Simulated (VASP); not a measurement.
The system is YMgAlC6N6.

```
Y Mg Al C N
1.0
     0.00000    5.25500    5.25500
     5.25500    0.00000    5.25500
     5.25500    5.25500    0.00000
Y Mg Al C N
1 1 1 6 6
Direct
  0.50000 0.50000 0.50000
  0.75000 0.75000 0.75000
  0.00000 0.00000 0.00000
  0.82160 0.17840 0.17840
  0.17840 0.17840 0.82160
  0.82160 0.17840 0.82160
  0.17840 0.82160 0.82160
  0.82160 0.82160 0.17840
  0.17840 0.82160 0.17840
  0.71028 0.28972 0.28972
  0.28972 0.28972 0.71028
  0.71028 0.28972 0.71028
  0.28972 0.71028 0.71028
  0.71028 0.71028 0.28972
  0.28972 0.71028 0.28972
```

- Program: VASP 6.6.1
- Task: relaxation of cell and atoms
- Functional: PBE
- Potentials or basis: VASP PAW PBE potentials, release 64 (Y_sv, Mg, Al, C, N)
- Cutoff: 600 eV
- k mesh: 4 × 4 × 4
- Occupations: gaussian, width 0.1 eV
- Spin: no spin polarisation

At the start: pressure 12.7 GPa; volume 19.35 Å³/atom.

Where does the relaxation end?

Over 14 steps the energy falls by 190.6 meV/atom and the volume is 23.92 Å³/atom (+23.6 %); space group F-43m (No. 216, to 0.1 Å) before and after.

The path:
| step | energy change (eV) | largest force (eV/Å) | pressure (GPa) | volume (Å³) |
| --- | --- | --- | --- | --- |
| 1 | 0.0000 | 2.7758 | 12.67 | 290.23 |
| 2 | 5.2108 | 23.5961 | 19.32 | 359.37 |
| 3 | -1.1195 | 5.4584 | 13.34 | 310.65 |
| 4 | -2.3966 | 2.9104 | 6.14 | 333.88 |
| 5 | -2.8420 | 0.7469 | 0.77 | 357.47 |
| 6 | -2.8502 | 0.4472 | 0.08 | 361.09 |
| 7 | -2.8499 | 0.3604 | -0.12 | 362.15 |
| 8 | -2.8542 | 0.1265 | -0.18 | 360.93 |
| 9 | -2.8549 | 0.1633 | -0.21 | 360.23 |
| 10 | -2.8558 | 0.1289 | -0.10 | 359.52 |
| 11 | -2.8564 | 0.0728 | 0.08 | 358.38 |
| 12 | -2.8568 | 0.0685 | 0.07 | 358.42 |
| 13 | -2.8580 | 0.0535 | 0.05 | 358.53 |
| 14 | -2.8594 | 0.0251 | 0.02 | 358.75 |

Final structure:
```xyz
15
Lattice="0.0000 5.6397 5.6397 5.6397 0.0000 5.6397 5.6397 5.6397 0.0000" Properties=species:S:1:pos:R:3 pbc="T T T"
Y     5.6397    5.6397    5.6397
Mg    8.4595    8.4595    8.4595
Al    0.0000    0.0000    0.0000
C     2.0943    5.6397    5.6397
C     5.6397    5.6397    2.0943
C     5.6397    9.1851    5.6397
C     9.1851    5.6397    5.6397
C     5.6397    5.6397    9.1851
C     5.6397    2.0943    5.6397
N     3.2647    5.6397    5.6397
N     5.6397    5.6397    3.2647
N     5.6397    8.0146    5.6397
N     8.0146    5.6397    5.6397
N     5.6397    5.6397    8.0146
N     5.6397    3.2647    5.6397
```

Caveat: the volume moved by over 15 % at a fixed basis, so the end points are rough.
